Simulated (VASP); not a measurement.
# As (P4/mmm) in VASP: further runs

As is run at these levels: PBEsol; tasks: single point.

Program: VASP 6.6.1. These are calculated values, not measurements. Logs are shortened: lines on timing, memory, paths and dates and some standing lists are left out, and cuts for length are marked.

## Step 1: The cell of the first run

It takes space group P4/mmm (No. 123, tetragonal). Conventional cell: a = 2.596 Å, b = 2.596 Å, c = 2.704 Å, α = 90.00°, β = 90.00°, γ = 90.00°. As (site symmetry 4/mmm) has 6 As at 2.60 to 2.70 Å within 3.4 Å.

## Step 2: Single point, PBEsol

File INCAR:

```
SYSTEM = As
PREC = Accurate
ENCUT = 520
EDIFF = 1E-6
ISMEAR = -1
SIGMA = 0.05
LREAL = .FALSE.
LASPH = .TRUE.
NELM = 60
ALGO = Normal
ISIF = 2
LWAVE = .FALSE.
LCHARG = .FALSE.
GGA = PS
NBANDS = 8
```

File KPOINTS:

```
Automatic mesh
0
G
  9 9 8
  0 0 0
```

File POSCAR:

```
As
1.0
    2.5955344746      0.0000000000      0.0000000000
    0.0000000000      2.5955344746      0.0000000000
    0.0000000000      0.0000000000      2.7036817444
As
1
Direct
    0.5000000000      0.5000000000      0.5000000000
```

Potentials or basis: VASP PAW PBE potentials, release 64 (As).

On the command line:

```console
> cat potpaw_PBE.64/As/POTCAR > POTCAR
> mpirun -np 1 vasp_std > vasp.out
```

OUTCAR:

```text
SYSTEM = As
   PREC = Accurate
   ENCUT = 520
   EDIFF = 1E-6
   ISMEAR = -1
   LREAL = .FALSE.
   LASPH = .TRUE.
   NELM = 60
   ISIF = 2
   GGA = PS

 ion  position               nearest neighbor table
   1  0.500  0.500  0.500-

  LATTYP: Found a simple tetragonal cell.
 ALAT       =     2.5955344746
 C/A-ratio  =     1.0416666667

  Lattice vectors:

 A1 = (   2.5955344746,   0.0000000000,   0.0000000000)
 A2 = (   0.0000000000,   2.5955344746,   0.0000000000)
 A3 = (   0.0000000000,   0.0000000000,   2.7036817444)

Analysis of symmetry for initial positions (statically):
=====================================================================
 Subroutine PRICEL returns:
 Original cell was already a primitive cell.

 Routine SETGRP: Setting up the symmetry group for a
 simple tetragonal supercell.

 Subroutine GETGRP returns: Found 16 space group operations
 (whereof 16 operations were pure point group operations)
 out of a pool of 16 trial point group operations.

The static configuration has the point symmetry D_4h.

Analysis of symmetry for dynamics (positions and initial velocities):
=====================================================================
 Subroutine PRICEL returns:
 Original cell was already a primitive cell.

 Routine SETGRP: Setting up the symmetry group for a
 simple tetragonal supercell.

 Subroutine GETGRP returns: Found 16 space group operations
 (whereof 16 operations were pure point group operations)
 out of a pool of 16 trial point group operations.

The dynamic configuration has the point symmetry D_4h.

 Subroutine INISYM returns: Found 16 space group operations
 (whereof 16 operations are pure point group operations),
 and found     1 'primitive' translations

----------------------------------------------------------------------------------------

                                     Primitive cell

  volume of cell :      18.2142

  direct lattice vectors                    reciprocal lattice vectors
     2.595534475  0.000000000  0.000000000     0.385277102  0.000000000  0.000000000
     0.000000000  2.595534475  0.000000000     0.000000000  0.385277102  0.000000000
     0.000000000  0.000000000  2.703681744     0.000000000  0.000000000  0.369866018

  length of vectors
     2.595534475  2.595534475  2.703681744     0.385277102  0.385277102  0.369866018

  position of ions in fractional coordinates (direct lattice)
     0.500000000  0.500000000  0.500000000

  ion indices of the primitive-cell ions
   primitive index   ion index
                 1           1

----------------------------------------------------------------------------------------

 KPOINTS: Automatic mesh

Automatic generation of k-mesh.
 Grid dimensions read from file:
 generate k-points for:    9    9    8

 Generating k-lattice:

  Cartesian coordinates                     Fractional coordinates (reciprocal lattice)
     0.042808567  0.000000000  0.000000000     0.111111111  0.000000000  0.000000000
     0.000000000  0.042808567  0.000000000     0.000000000  0.111111111  0.000000000
     0.000000000  0.000000000  0.046233252     0.000000000  0.000000000  0.125000000

  Length of vectors
     0.042808567  0.042808567  0.046233252

  Shift w.r.t. Gamma in fractional coordinates (k-lattice)
     0.000000000  0.000000000  0.000000000

 Subroutine IBZKPT returns following result:
 ===========================================

 Found     75 irreducible k-points:

 Following reciprocal coordinates:
            Coordinates               Weight
  0.000000  0.000000  0.000000      1.000000
  0.111111  0.000000  0.000000      4.000000
  0.222222  0.000000  0.000000      4.000000
  0.333333  0.000000  0.000000      4.000000
  0.444444  0.000000  0.000000      4.000000
  0.111111  0.111111  0.000000      4.000000
[... 16 lines left out ...]
  0.333333  0.111111  0.125000     16.000000
  0.444444  0.111111  0.125000     16.000000
 [... further k-points ...]
   k-points           NKPTS =     75   k-points in BZ     NKDIM =     75   number of bands    NBANDS=      8
   number of dos      NEDOS =    301   number of ions     NIONS =      1
   total plane-waves  NPLWV =   8000
   dimension x,y,z NGX =    20 NGY =   20 NGZ =   20
   dimension x,y,z NGXF=    40 NGYF=   40 NGZF=   40
   ions per type =               1
   NGX,Y,Z   is equivalent  to a cutoff of  12.81, 12.81, 12.30 a.u.
   NGXF,Y,Z  is equivalent  to a cutoff of  25.62, 25.62, 24.60 a.u.
 SYSTEM =  As
   PREC   = accura    normal or accurate (medium, high low for compatibility)
   ISTART =      0    job   : 0-new  1-cont  2-samecut
   ICHARG =      2    charge: 1-file 2-atom 10-const
   ISPIN  =      1    spin polarized calculation?
   LNONCOLLINEAR =      F non collinear calculations
   LSORBIT =      F    spin-orbit coupling
   LASPH  =      T    aspherical Exc in radial PAW
   ENCUT  =  520.0 eV  38.22 Ry    6.18 a.u.   4.83  4.83  5.03*2*pi/ulx,y,z
   NELM   =     60;   NELMIN=  2; NELMDL= -5     # of ELM steps
   EDIFF  = 0.1E-05   stopping-criterion for ELM
   LREAL  =      F    real-space projection
   EDIFFG = 0.1E-04   stopping-criterion for IOM
   NSW    =      0    number of steps for IOM
   IBRION =     -1    ionic relax: 0-MD 1-quasi-New 2-CG
   NFREE  =      0    steps in history (QN), initial steepest desc. (CG)
   ISIF   =      2    stress and relaxation
   ISYM   =      2    0-nonsym 1-usesym 2-fastsym
   POTIM  = 0.5000    time-step for ionic-motion
   TEBEG  =    0.0;   TEEND  =   0.0 temperature during run
   PSTRESS=    0.0 pullay stress
   NELECT =       5.0000    total number of electrons
   NUPDOWN=      -1.0000    fix difference up-down
   EMIN   =  10.00;   EMAX   =-10.00  energy-range for DOS
   EFERMI =   0.00;   METHOD = LEGACY
   ISMEAR =    -1;   SIGMA  =   0.05  broadening in eV -4-tet -1-fermi 0-gaus
   EFERMI_NEDOS =   21; number of points for ismear=-14 and -15
   IALGO  =     38    algorithm
   IMIX   =      4    mixing-type and parameters
     AMIX     =   0.40;   BMIX     =  1.00
     AMIX_MAG =   1.60;   BMIX_MAG =  1.00
  volume/ion in A,a.u.               =      18.21       122.92
  Fermi-wavevector in a.u.,A,eV,Ry     =   1.063968  2.010607 15.402166  1.132027
  Thomas-Fermi vector in A             =   2.199470
   LORBIT       =      0    0 simple, 1 ext, 2 COOP (PROOUT), +10 PAW based schemes
   GGA     = PS    functional components
   LHFCALC =     F    Hartree Fock is set to
   AEXX    =    0.0000 exact exchange contribution
   IVDW    =     0    specifies the selected vdW correction
   LEPSILON=     F    determine dielectric tensor
   LRPA    =     F    only Hartree local field effects (RPA)
 non-spin polarized calculation
  energy-cutoff  :      520.00
  volume of cell :       18.21
 maximum number of plane-waves:       502
 NGX is ok and might be reduce to    20
   NGX =  9   NGY =  9   NGZ = 11

 number of electron       5.0000000 magnetization

 Free energy of the ion-electron system (eV)
  ---------------------------------------------------
  ext. energy  EPLUGINS =         0.00000000
  ---------------------------------------------------
  free energy    TOTEN  =        -4.99160333 eV

  energy without entropy =       -4.98771952  energy(sigma->0) =       -4.98966143

 E-fermi :   6.8576     XC(G=0): -10.9140

 val. band max:        6.8509877473   @ k =   0.3333   0.3333   0.3750
 cond. band min:       6.9743648727   @ k =   0.4444   0.1111   0.2500
 fundamental gap:      0.1233771255
 Fermi energy:         6.8575639996

 k-point     1 :       0.0000    0.0000    0.0000
  band No.  band energies     occupation
      1      -9.0132      2.00000
      2      10.2455      0.00000
      3      11.7436      0.00000
      4      11.7436      0.00000
      5      14.8267      0.00000
      6      15.6942      0.00000
      7      18.1245      0.00000
      8      32.4109      0.00000

 k-point     2 :       0.1111    0.0000    0.0000
  band No.  band energies     occupation
      1      -8.7571      2.00000
      2       8.9783      0.00000
      3      10.4788      0.00000
      4      11.9768      0.00000
      5      15.1331      0.00000
      6      16.9894      0.00000
      7      20.1310      0.00000
      8      29.3609      0.00000

 k-point     3 :       0.2222    0.0000    0.0000
  band No.  band energies     occupation
      1      -8.0005      2.00000
      2       5.2010      2.00000
      3      11.1423      0.00000
      4      12.6396      0.00000
      5      15.8177      0.00000
      6      17.9358      0.00000
      7      24.4527      0.00000
      8      25.8483      0.00000

 k-point     4 :       0.3333    0.0000    0.0000
  band No.  band energies     occupation
      1      -6.8078      2.00000
      2       1.8722      2.00000
      3      12.0894      0.00000
      4      13.5847      0.00000
      5      16.8701      0.00000
      6      19.1193      0.00000
      7      22.9668      0.00000
      8      24.4266      0.00000

 k-point     5 :       0.4444    0.0000    0.0000
  band No.  band energies     occupation
      1      -5.5138      2.00000
      2      -0.5120      2.00000
      3      12.9139      0.00000
      4      14.4061      0.00000
      5      17.9656      0.00000
      6      20.4909      0.00000
      7      21.1709      0.00000
      8      22.6469      0.00000
[... 177 lines left out ...]
 k-point    22 :       0.2222    0.1111    0.1250
  band No.  band energies     occupation
      1      -7.4596      2.00000
      2       5.6815      2.00000
      3       8.5931      0.00000
      4      10.3007      0.00000
      5      19.3677      0.00000
      6      20.5452      0.00000
      7      22.7825      0.00000
      8      23.9151      0.00000

 k-point    23 :       0.3333    0.1111    0.1250
  band No.  band energies     occupation
      1      -6.2664      2.00000
      2       2.3791      2.00000
      3       9.6008      0.00000
      4      11.3373      0.00000
      5      18.6884      0.00000
      6      20.6004      0.00000
      7      20.8436      0.00000
      8      23.4327      0.00000

 k-point    24 :       0.4444    0.1111    0.1250
  band No.  band energies     occupation
      1      -4.9694      2.00000
      2      -0.0014      2.00000
      3      10.5390      0.00000
      4      12.3556      0.00000
      5      16.9725      0.00000
      6      18.9296      0.00000
      7      21.6101      0.00000
      8      24.5951      0.00000

 [... further k-points ...]

------------------------ aborting loop because EDIFF is reached ----------------------------------------

  FORCE on cell =-STRESS in cart. coord.  units (eV):
  Direction    XX          YY          ZZ          XY          YZ          ZX
  --------------------------------------------------------------------------------------
  -------------------------------------------------------------------------------------
  Total        1.2839334      1.2839334     -0.1364941      0.0000000      0.0000000      0.0000000
  in kB      112.9389909    112.9389909    -12.0064681      0.0000000      0.0000000      0.0000000
  external PRESSURE =      71.2905046 kB  Pullay stress =       0.0000000 kB

 VOLUME and BASIS-vectors are now :
 -----------------------------------------------------------------------------
  energy-cutoff  :      520.00
  volume of cell :       18.21
      direct lattice vectors                 reciprocal lattice vectors
     2.595534475  0.000000000  0.000000000     0.385277102  0.000000000  0.000000000
     0.000000000  2.595534475  0.000000000     0.000000000  0.385277102  0.000000000
     0.000000000  0.000000000  2.703681744     0.000000000  0.000000000  0.369866018

 POSITION                                       TOTAL-FORCE (eV/Angst)
 -----------------------------------------------------------------------------------
      1.29777      1.29777      1.35184         0.000000      0.000000      0.000000
 -----------------------------------------------------------------------------------
    total drift:                                0.000000     -0.000000      0.000000

  FREE ENERGIE OF THE ION-ELECTRON SYSTEM (eV)
  ---------------------------------------------------
  free  energy   TOTEN  =        -4.9916033346 eV

  energy  without entropy=       -4.9877195239  energy(sigma->0) =       -4.98966143
```

Run time: 5.1 s. Hardware: 1 thread of Intel Xeon 8259CL, shared host; peak memory 0.13 GiB.

What came out:

```
Free energy : -4.9916 eV
Pressure    : 7.1 GPa
```

Caveat: the PAW data sets were made with another functional, which shifts forces and pressure a little.

## Step 3: Single point, PBEsol

This run uses another cell than the first one, of 18.98 Å³/atom, 1.042 times its volume.

File INCAR:

```
PREC = Accurate
ENCUT = 520
EDIFF = 1E-6
ISMEAR = -1
SIGMA = 0.05
LREAL = False
LASPH = True
NELM = 100
ALGO = Normal
ISIF = 2
LWAVE = False
LCHARG = False
GGA = PS
NBANDS = 8
```

File KPOINTS:

```
regular mesh
0
Gamma
  8 8 8
```

File POSCAR:

```
As
1.0
    2.6496081095      0.0000000000      0.0000000000
    0.0000000000      2.6496081095      0.0000000000
    0.0000000000      0.0000000000      2.7036817444
As
1
Direct
    0.5000000000      0.5000000000      0.5000000000
```

Potentials or basis: VASP PAW PBE potentials, release 64 (As).

On the command line:

```console
> cat potpaw_PBE.64/As/POTCAR > POTCAR
> mpirun -np 1 vasp_std > vasp.out
```

It took 5.4 s on 1 thread of Intel Xeon 8259CL, shared host; peak memory 0.13 GiB.

The run converged. Its results:

| Item | Value |
| --- | --- |
| Free energy | -5.0050 eV |
| Pressure | 3.8 GPa |

Stress tensor (GPa, compression positive):
```
4.51 0.00 0.00
0.00 4.51 0.00
0.00 0.00 2.48
```

Levels at points of the mesh, in eV from the Fermi level:
| k point | band 1 | band 2 | band 3 | band 4 | band 5 | band 6 | band 7 |
| --- | --- | --- | --- | --- | --- | --- | --- |
| (0.00, 0.00, 0.00) | -15.37 | 3.83 | 4.55 | 4.55 | 8.32 | 8.71 | 10.82 |
| (0.50, 0.00, 0.00) | -11.92 | -7.32 | 6.37 | 7.08 | 11.33 | 14.07 | 14.44 |
| (0.50, 0.50, 0.00) | -8.28 | -4.43 | -4.43 | 2.27 | 8.78 | 16.82 | 17.37 |
| (0.00, 0.00, 0.50) | -12.25 | -7.27 | 6.83 | 6.83 | 11.33 | 14.48 | 15.17 |
| (0.50, 0.00, 0.50) | -8.65 | -4.67 | -4.33 | 2.21 | 9.24 | 17.05 | 17.82 |
| (0.50, 0.50, 0.50) | -4.62 | -2.02 | -2.02 | -1.64 | 5.68 | 5.90 | 5.90 |

Caveat: the PAW data sets were made with another functional, which shifts forces and pressure a little.
